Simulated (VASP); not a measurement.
# BH8C2N (P-1) in VASP: single point with PBE

Aim: the single point of BH8C2N with PBE.

Program: VASP 6.6.1. These are calculated values, not measurements. Logs are shortened: lines on timing, memory, paths and dates and some standing lists are left out, and cuts for length are marked.

## Step 1: The cell of the first run

The typed cell holds 24 atoms: a = 6.472 Å, b = 6.442 Å, c = 6.482 Å, α = 82.10°, β = 82.31°, γ = 65.86°.

## Step 2: Single point, PBE

INCAR

```
ALGO     = Normal         # electronic algorithm
EDIFF    = 1E-7           # SCF threshold, eV
ENCUT    = 520            # plane-wave cutoff, eV
GGA      = PE             # functional
ISIF     = 2              # what is computed and relaxed
ISMEAR   = 0              # smearing method
LASPH    = T              # aspherical terms in the spheres
LCHARG   = T              # write CHGCAR
LELF     = T              # ELF
LREAL    = Auto         
LVHAR    = T            
LWAVE    = F              # write WAVECAR
NBANDS   = 42             # bands
NELM     = 80             # most SCF steps
PREC     = Accurate       # precision mode
SIGMA    = 0.02           # smearing width, eV
```

KPOINTS

```
k-points
0
Gamma
  4 4 4
```

POSCAR

```
BH8C2N
1.0
    6.4716202939     -0.0500747238     -0.0683783902
    2.6792627714      5.8574633839     -0.1162135293
    0.9399312273      0.6770022954      6.3781198014
B H C N
2 16 4 2
Direct
    0.4994440079      0.8853208389      0.8895343548
    0.5005559921      0.1146791611      0.1104656452
    0.7075174350      0.1338655698      0.5762378494
    0.2924825650      0.8661344302      0.4237621506
    0.8583790719      0.0196128810      0.8048641310
    0.1416209281      0.9803871190      0.1951358690
    0.7079435161      0.3212998178      0.7561199858
    0.2920564839      0.6787001822      0.2438800142
    0.2960729987      0.4878451331      0.7885741871
    0.7039270013      0.5121548669      0.2114258129
    0.1435314161      0.3085746344      0.8610307338
    0.8564685839      0.6914253656      0.1389692662
    0.2946192369      0.3009165595      0.6086213314
    0.7053807631      0.6990834405      0.3913786686
    0.3259142045      0.8864722300      0.8366691020
    0.6740857955      0.1135277700      0.1633308980
    0.6722194605      0.7464479953      0.8095621894
    0.3277805395      0.2535520047      0.1904378106
    0.7061097358      0.1538508706      0.7422405532
    0.2938902642      0.8461491294      0.2577594468
    0.2963528461      0.3195901186      0.7743852146
    0.7036471539      0.6804098814      0.2256147854
    0.5007360786      0.1368060896      0.8602687097
    0.4992639214      0.8631939104      0.1397312903
```

Potentials or basis: VASP PAW PBE potentials, release 64 (B, H, C, N).

Started as:

```sh
> cat potpaw_PBE.64/B/POTCAR potpaw_PBE.64/H/POTCAR potpaw_PBE.64/C/POTCAR potpaw_PBE.64/N/POTCAR > POTCAR
> mpirun -np 1 vasp_std > vasp.out
```

OUTCAR:

```text
EDIFF = 1E-7
   ENCUT = 520
   GGA = PE
   ISIF = 2
   ISMEAR = 0
   LASPH = T
   LREAL = Auto
   NELM = 80
   PREC = Accurate

 ion  position               nearest neighbor table
   1  0.499  0.885  0.890-  17 1.21  15 1.21  24 1.61  23 1.61
   2  0.501  0.115  0.110-  18 1.21  16 1.21  23 1.61  24 1.61
   3  0.708  0.134  0.576-  19 1.10
   4  0.292  0.866  0.424-  20 1.10
   5  0.858  0.020  0.805-  19 1.09
   6  0.142  0.980  0.195-  20 1.09
   7  0.708  0.321  0.756-  19 1.10
   8  0.292  0.679  0.244-  20 1.10
[... 8 lines left out ...]
  17  0.672  0.746  0.810-   1 1.21
  18  0.328  0.254  0.190-   2 1.21
  19  0.706  0.154  0.742-   5 1.09   3 1.10   7 1.10  23 1.48
  20  0.294  0.846  0.258-   6 1.09   4 1.10   8 1.10  24 1.48
  21  0.296  0.320  0.774-  11 1.09   9 1.10  13 1.10  23 1.48
  22  0.704  0.680  0.226-  12 1.09  10 1.10  14 1.10  24 1.48
  23  0.501  0.137  0.860-  19 1.48  21 1.48   2 1.61   1 1.61
  24  0.499  0.863  0.140-  20 1.48  22 1.48   1 1.61   2 1.61

  LATTYP: Found a triclinic cell.
 ALAT       =     6.4421915430
 B/A-ratio  =     1.0897230214
 C/A-ratio  =     1.0062498693
 COS(alpha) =     0.0028514307
 COS(beta)  =     0.1375107352
 COS(gamma) =     0.5405805141

  Lattice vectors:

 A1 = (   2.6792627714,   5.8574633839,  -0.1162135293)
 A2 = (  -3.7923575225,   5.9075381077,  -0.0478351391)
 A3 = (   0.9399312273,   0.6770022954,   6.3781198014)

Analysis of symmetry for initial positions (statically):
=====================================================================
 Subroutine PRICEL returns:
 Original cell was already a primitive cell.

 Routine SETGRP: Setting up the symmetry group for a
 triclinic supercell.

 Subroutine GETGRP returns: Found  2 space group operations
 (whereof  2 operations were pure point group operations)
 out of a pool of  2 trial point group operations.

The static configuration has the point symmetry S_2 .

Analysis of symmetry for dynamics (positions and initial velocities):
=====================================================================
 Subroutine PRICEL returns:
 Original cell was already a primitive cell.

 Routine SETGRP: Setting up the symmetry group for a
 triclinic supercell.

 Subroutine GETGRP returns: Found  2 space group operations
 (whereof  2 operations were pure point group operations)
 out of a pool of  2 trial point group operations.

The dynamic configuration has the point symmetry S_2 .

 Subroutine INISYM returns: Found  2 space group operations
 (whereof  2 operations are pure point group operations),
 and found     1 'primitive' translations

----------------------------------------------------------------------------------------

                                     Primitive cell

  volume of cell :     243.3999

  direct lattice vectors                    reciprocal lattice vectors
     6.471620294 -0.050074724 -0.068378390     0.153813837 -0.070656924 -0.015167405
     2.679262771  5.857463384 -0.116213529     0.001121982  0.169848190 -0.018193794
     0.939931227  0.677002295  6.378119801     0.001669447  0.002337248  0.156291908

  length of vectors
     6.472175238  6.442191543  6.482454398     0.169944543  0.170823536  0.156318298

  position of ions in fractional coordinates (direct lattice)
     0.499444008  0.885320839  0.889534355
     0.500555992  0.114679161  0.110465645
     0.707517435  0.133865570  0.576237849
     0.292482565  0.866134430  0.423762151
     0.858379072  0.019612881  0.804864131
     0.141620928  0.980387119  0.195135869
[... 16 lines left out ...]
     0.500736079  0.136806090  0.860268710
     0.499263921  0.863193910  0.139731290

  ion indices of the primitive-cell ions
   primitive index   ion index
                 1           1
                 2           2
                 3           3
                 4           4
                 5           5
                 6           6
[... 16 lines left out ...]
                23          23
                24          24

----------------------------------------------------------------------------------------

 KPOINTS: k-points

Automatic generation of k-mesh.
 Grid dimensions read from file:
 generate k-points for:    4    4    4

 Generating k-lattice:

  Cartesian coordinates                     Fractional coordinates (reciprocal lattice)
     0.038453459 -0.017664231 -0.003791851     0.250000000  0.000000000 -0.000000000
     0.000280495  0.042462047 -0.004548449    -0.000000000  0.250000000  0.000000000
     0.000417362  0.000584312  0.039072977     0.000000000  0.000000000  0.250000000

  Length of vectors
     0.042486136  0.042705884  0.039079574

  Shift w.r.t. Gamma in fractional coordinates (k-lattice)
     0.000000000  0.000000000  0.000000000

 Subroutine IBZKPT returns following result:
 ===========================================

 Found     36 irreducible k-points:

 Following reciprocal coordinates:
            Coordinates               Weight
  0.000000  0.000000  0.000000      1.000000
  0.250000 -0.000000  0.000000      2.000000
  0.500000 -0.000000  0.000000      1.000000
 -0.000000  0.250000  0.000000      2.000000
  0.250000  0.250000  0.000000      2.000000
  0.500000  0.250000  0.000000      2.000000
[... 16 lines left out ...]
 -0.000000 -0.250000  0.250000      2.000000
  0.250000 -0.250000  0.250000      2.000000
 [... further k-points ...]
   k-points           NKPTS =     36   k-points in BZ     NKDIM =     36   number of bands    NBANDS=     42
   number of dos      NEDOS =    301   number of ions     NIONS =     24
   total plane-waves  NPLWV = 110592
   dimension x,y,z NGX =    48 NGY =   48 NGZ =   48
   dimension x,y,z NGXF=    96 NGYF=   96 NGZF=   96
   ions per type =               2  16   4   2
   NGX,Y,Z   is equivalent  to a cutoff of  12.33, 12.39, 12.31 a.u.
   NGXF,Y,Z  is equivalent  to a cutoff of  24.66, 24.77, 24.62 a.u.
 SYSTEM =  unknown system
   PREC   = accura    normal or accurate (medium, high low for compatibility)
   ISTART =      0    job   : 0-new  1-cont  2-samecut
   ICHARG =      2    charge: 1-file 2-atom 10-const
   ISPIN  =      1    spin polarized calculation?
   LNONCOLLINEAR =      F non collinear calculations
   LSORBIT =      F    spin-orbit coupling
   LASPH  =      T    aspherical Exc in radial PAW
   ENCUT  =  520.0 eV  38.22 Ry    6.18 a.u.  12.03 11.98 12.05*2*pi/ulx,y,z
   NELM   =     80;   NELMIN=  2; NELMDL= -5     # of ELM steps
   EDIFF  = 0.1E-06   stopping-criterion for ELM
   LREAL  =      T    real-space projection
   EDIFFG = 0.1E-05   stopping-criterion for IOM
   NSW    =      0    number of steps for IOM
   IBRION =     -1    ionic relax: 0-MD 1-quasi-New 2-CG
   NFREE  =      0    steps in history (QN), initial steepest desc. (CG)
   ISIF   =      2    stress and relaxation
   ISYM   =      2    0-nonsym 1-usesym 2-fastsym
   POTIM  = 0.5000    time-step for ionic-motion
   TEBEG  =    0.0;   TEEND  =   0.0 temperature during run
   PSTRESS=    0.0 pullay stress
   NELECT =      48.0000    total number of electrons
   NUPDOWN=      -1.0000    fix difference up-down
   EMIN   =  10.00;   EMAX   =-10.00  energy-range for DOS
   EFERMI =   0.00;   METHOD = LEGACY
   ISMEAR =     0;   SIGMA  =   0.02  broadening in eV -4-tet -1-fermi 0-gaus
   EFERMI_NEDOS =   21; number of points for ismear=-14 and -15
   IALGO  =     38    algorithm
   IMIX   =      4    mixing-type and parameters
     AMIX     =   0.40;   BMIX     =  1.00
     AMIX_MAG =   1.60;   BMIX_MAG =  1.00
  volume/ion in A,a.u.               =      10.14        68.44
  Fermi-wavevector in a.u.,A,eV,Ry     =   0.952902  1.800724 12.354402  0.908023
  Thomas-Fermi vector in A             =   2.081508
   LORBIT       =      0    0 simple, 1 ext, 2 COOP (PROOUT), +10 PAW based schemes
   GGA     = PE    functional components
   LHFCALC =     F    Hartree Fock is set to
   AEXX    =    0.0000 exact exchange contribution
   IVDW    =     0    specifies the selected vdW correction
   LEPSILON=     F    determine dielectric tensor
   LRPA    =     F    only Hartree local field effects (RPA)
 non-spin polarized calculation
 Gauss-broadening in eV      SIGMA  =   0.02
  energy-cutoff  :      520.00
  volume of cell :      243.40
 maximum number of plane-waves:      6570
   NGX = 25   NGY = 23   NGZ = 25

 number of electron      48.0000003 magnetization

 Free energy of the ion-electron system (eV)
  ---------------------------------------------------
  ext. energy  EPLUGINS =         0.00000000
  ---------------------------------------------------
  free energy    TOTEN  =      -126.13077456 eV

  energy without entropy =     -126.13077456  energy(sigma->0) =     -126.13077456

 E-fermi :  -2.5237     XC(G=0):  -6.7386

 val. band max:       -2.6556138506   @ k =   0.0000   0.0000   0.0000
 cond. band min:       2.5488257508   @ k =   0.0000   0.0000   0.0000
 fundamental gap:      5.2044396014
 Fermi energy:        -2.5236772473

 k-point     1 :       0.0000    0.0000    0.0000
  band No.  band energies     occupation
      1     -20.1517      2.00000
      2     -19.2320      2.00000
      3     -14.2700      2.00000
      4     -14.0773      2.00000
      5     -13.4510      2.00000
      6     -11.8275      2.00000
[... 28 lines left out ...]
     35       6.2348      0.00000
     36       6.8265      0.00000

 k-point     2 :       0.2500   -0.0000    0.0000
  band No.  band energies     occupation
      1     -20.1499      2.00000
      2     -19.2318      2.00000
      3     -14.3082      2.00000
      4     -14.0804      2.00000
      5     -13.4323      2.00000
      6     -11.8229      2.00000
[... 28 lines left out ...]
     35       6.2992      0.00000
     36       6.6803      0.00000
[... 817 lines left out ...]
     35       6.3434      0.00000
     36       7.0245      0.00000

 k-point    24 :       0.2500   -0.2500    0.2500
  band No.  band energies     occupation
      1     -20.1446      2.00000
      2     -19.2384      2.00000
      3     -14.2861      2.00000
      4     -14.1088      2.00000
      5     -13.3999      2.00000
      6     -11.8908      2.00000
[... 28 lines left out ...]
     35       6.6654      0.00000
     36       6.9811      0.00000

 [... further k-points ...]

 [bands above 36 left out]

------------------------ aborting loop because EDIFF is reached ----------------------------------------

  FORCE on cell =-STRESS in cart. coord.  units (eV):
  Direction    XX          YY          ZZ          XY          YZ          ZX
  --------------------------------------------------------------------------------------
  -------------------------------------------------------------------------------------
  Total       -0.0187301     -0.1263400     -0.1090303     -0.0417282     -0.0389803     -0.0281219
  in kB       -0.1232908     -0.8316313     -0.7176907     -0.2746756     -0.2565873     -0.1851121
  external PRESSURE =      -0.5575376 kB  Pullay stress =       0.0000000 kB

 VOLUME and BASIS-vectors are now :
 -----------------------------------------------------------------------------
  energy-cutoff  :      520.00
  volume of cell :      243.40
      direct lattice vectors                 reciprocal lattice vectors
     6.471620294 -0.050074724 -0.068378390     0.153813837 -0.070656924 -0.015167405
     2.679262771  5.857463384 -0.116213529     0.001121982  0.169848190 -0.018193794
     0.939931227  0.677002295  6.378119801     0.001669447  0.002337248  0.156291908

 POSITION                                       TOTAL-FORCE (eV/Angst)
 -----------------------------------------------------------------------------------
      6.44032      5.76294      5.53652         0.000867      0.001078     -0.000159
      3.65049      0.72145      0.65701        -0.000867     -0.001078      0.000159
      5.47907      1.13880      3.61138        -0.001840     -0.003976     -0.021860
      4.61175      5.34559      2.58215         0.001840      0.003976      0.021860
      6.36417      0.61679      5.07255         0.013908     -0.012673      0.005775
      3.72665      5.86760      1.12098        -0.013908      0.012673     -0.005775
[... 16 lines left out ...]
      4.41571      1.35867      5.43676        -0.007976     -0.018579      0.024285
      5.67511      5.12572      0.75677         0.007976      0.018579     -0.024285
 -----------------------------------------------------------------------------------
    total drift:                                0.000000     -0.000000      0.000000

  FREE ENERGIE OF THE ION-ELECTRON SYSTEM (eV)
  ---------------------------------------------------
  free  energy   TOTEN  =      -126.1307745607 eV

  energy  without entropy=     -126.1307745607  energy(sigma->0) =     -126.13077456
```

Run time: 24 min. Hardware: 1 thread of AMD EPYC 7R43 (Zen 3), shared host; peak memory 0.41 GiB.

Results:

| Item | Value |
| --- | --- |
| Free energy | -126.1308 eV |
| Pressure | -0.1 GPa |
| Largest force | 0.032 eV/Å |
| Band gap on the k mesh | 5.20 eV |

Forces on the atoms (eV/Å):
```
B    0.001  0.001  0.000
B   -0.001 -0.001  0.000
H   -0.002 -0.004 -0.022
H    0.002  0.004  0.022
H    0.014 -0.013  0.006
H   -0.014  0.013 -0.006
H    0.010  0.018  0.000
H   -0.010 -0.018  0.000
H    0.007  0.020  0.000
H   -0.007 -0.020  0.000
H   -0.018  0.002  0.008
H    0.018 -0.002 -0.008
H   -0.005 -0.002 -0.021
H    0.005  0.002  0.021
H   -0.007 -0.001 -0.002
H    0.007  0.001  0.002
H    0.003 -0.006 -0.003
H   -0.003  0.006  0.003
C    0.018 -0.010 -0.010
C   -0.018  0.010  0.010
C   -0.009  0.010 -0.001
C    0.009 -0.010  0.001
N   -0.008 -0.019  0.024
N    0.008  0.019 -0.024
```

Levels at points of the mesh, in eV from the valence-band top:
```tsv
k point	band 22	band 23	band 24	band 25	band 26	band 27
(0.00, 0.00, 0.00)	-1.20	-0.98	0.00	5.20	6.69	7.06
(0.50, 0.00, 0.00)	-1.20	-1.05	-0.05	6.10	6.53	6.68
(0.00, 0.50, 0.00)	-1.08	-0.85	-0.29	5.97	6.17	6.49
(0.50, 0.50, 0.00)	-1.06	-0.85	-0.30	6.03	6.28	6.55
(0.00, 0.00, 0.50)	-1.05	-0.84	-0.28	5.92	5.94	6.53
(0.50, 0.00, 0.50)	-1.08	-0.85	-0.30	6.07	6.26	6.73
(0.00, 0.50, 0.50)	-0.94	-0.76	-0.62	5.53	5.95	6.37
(0.50, 0.50, 0.50)	-0.93	-0.75	-0.61	5.53	6.05	6.19
```

A k mesh can miss the band edges.
